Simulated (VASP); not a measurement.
# Cr: single point with PBEsol

Crystal: Cr.

```
Cr
1.0
     2.53733    0.00000    0.00000
    -1.26867    2.19739    0.00000
     0.00000    0.00000    8.89610
Cr
4
Cartesian
  2.5373 0.0000 0.0000
  2.5373 0.0000 4.4481
  0.0000 1.4649 2.2240
  1.2687 0.7325 6.6721
```

This cell differs from its parent crystal: volume scaled by 1.08.

```yaml
Program: VASP 6.6.1
Task: single point
Functional: PBEsol
Potentials_or_basis: VASP PAW PBE potentials, release 64 (Cr_pv)
Cutoff: 520 eV
k_mesh: 16 × 16 × 4
Occupations: fermi-dirac, width 0.1 eV
Spin: no spin polarisation
```

```json
{
  "Pressure": "-17.2 GPa",
  "Band gap on the k mesh": "zero (band 24 reaches 10.54 eV, above the bottom of band 25 at 9.39 eV)"
}
```

Stress tensor (GPa, compression positive):
```
-17.69   0.00   0.00
  0.00 -17.69   0.00
  0.00   0.00 -16.35
```

Levels at points of the mesh, in eV from the Fermi level:
```csv
k point,band 20,band 21,band 22,band 23,band 24,band 25,band 26,band 27,band 28,band 29
"(0.00, 0.00, 0.00)",-0.41,-0.41,-0.33,-0.33,-0.16,-0.16,-0.07,-0.06,-0.06,1.06
"(0.50, 0.00, 0.00)",-1.36,-0.72,-0.26,-0.23,0.86,0.86,1.63,2.20,2.21,2.47
"(0.00, 0.00, 0.50)",-0.94,-0.34,-0.34,-0.34,-0.34,-0.16,-0.16,-0.16,-0.16,1.23
"(0.50, 0.00, 0.50)",-1.46,0.07,0.07,0.09,0.09,0.62,0.62,1.77,1.77,2.63
```

Run time: 3.5 min on 1 thread of Intel Xeon 6975P-C (shared host), peak memory 0.24 GiB.

Caveat: the PAW data sets were made with another functional, which shifts forces and pressure a little; the run has no spin polarisation, though such a crystal can be magnetic. Spin polarisation is off, so any magnetic state and its effect on volume and gap are missing.
